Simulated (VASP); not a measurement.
Sn2TeO2, 5 atoms in the cell. The structure is trigonal, space group P-3m1 (No. 164). Conventional cell: a = 4.083 Å, b = 4.083 Å, c = 6.774 Å, α = 90.00°, β = 90.00°, γ = 120.00°. Within 2.8 Å of Sn (site symmetry 3m) lie 4 O at 2.11 to 2.44 Å. Te (site symmetry -3m) has 6 Sn at 3.11 Å and 6 O at 3.54 Å and 6 Te at 4.08 Å within 4.1 Å. Within 2.8 Å of O (site symmetry 3m) lie 4 Sn at 2.11 to 2.44 Å and 3 O at 2.79 Å. 

| Quantity | Value |
| --- | --- |
| Program | VASP 6.6.1 |
| Task | relaxation of cell and atoms |
| Functional | PBE |
| Potentials or basis | VASP PAW PBE potentials, release 64 (Sn_d, Te, O) |
| Cutoff | 600 eV |
| k mesh | 6 × 6 × 4 |
| Occupations | gaussian, width 0.1 eV |
| Spin | no spin polarisation |
| Dipole correction | no |
| Further INCAR settings | ALGO = Normal; EDIFF = 1e-06; IBRION = 2; EDIFFG = -0.04; NSW = 90; ISIF = 3 |

Potentials or basis: VASP PAW PBE potentials, release 64 (Sn_d, Te, O).

Run with:

```bash
$ cat potpaw_PBE.64/Sn_d/POTCAR potpaw_PBE.64/Te/POTCAR potpaw_PBE.64/O/POTCAR > POTCAR
$ mpirun -np 1 vasp_std > vasp.out
```

Hardware: 1 thread of Intel(R) Xeon(R) 6975P-C (Granite Rapids) (shared host).

Q: How long does it take, and how much memory?

A: Run time: 2.4 min on 1 thread of Intel(R) Xeon(R) 6975P-C (Granite Rapids), with other jobs on the host, peak memory 0.3 GiB. Counts: scf iterations 23, k points 24, ion steps 2.
